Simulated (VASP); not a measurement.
PbO: single point with PBE

Crystal: PbO.

```
CELL_PARAMETERS angstrom
0.00000 2.50538 2.50538
2.50538 0.00000 2.50538
2.50538 2.50538 0.00000
ATOMIC_POSITIONS crystal
Pb 0.00000 0.00000 0.00000
O 0.50000 0.50000 0.50000
```

This cell differs from its parent crystal: strain -3.9%.

```
Program             : VASP 6.6.1
Task                : single point
Functional          : PBE
Potentials or basis : VASP PAW PBE potentials, release 64 (Pb_d, O)
Cutoff              : 600 eV
k mesh              : 8 × 8 × 8
Occupations         : fermi-dirac, width 0.02 eV
Spin                : no spin polarisation
```

| Quantity | Value |
| --- | --- |
| Pressure | 18.0 GPa |
| Band gap on the k mesh | 0.80 eV (least direct gap 1.06 eV) |

Levels at points of the mesh, in eV from the valence-band top:
| k point | band 7 | band 8 | band 9 | band 10 | band 11 | band 12 | band 13 | band 14 |
| --- | --- | --- | --- | --- | --- | --- | --- | --- |
| (0.00, 0.00, 0.00) | -7.43 | -3.00 | -3.00 | -3.00 | 9.46 | 9.46 | 9.46 | 10.22 |
| (0.50, 0.00, 0.00) | -9.12 | -2.42 | -2.42 | -0.27 | 0.80 | 5.39 | 5.39 | 10.80 |
| (0.50, 0.50, 0.00) | -6.32 | -5.85 | -4.14 | -4.14 | 4.28 | 6.65 | 7.00 | 7.00 |

Wall time 28 s on 1 thread of AMD EPYC 7R43 64-Core Processor (Zen 3) (shared host), peak memory 0.13 GiB.

Caveat: the cell differs from its parent crystal (strain -3.9%); the cell stands under pressure; spin-orbit coupling is left out, which moves the levels of the heavy elements. A k mesh can miss the band edges.
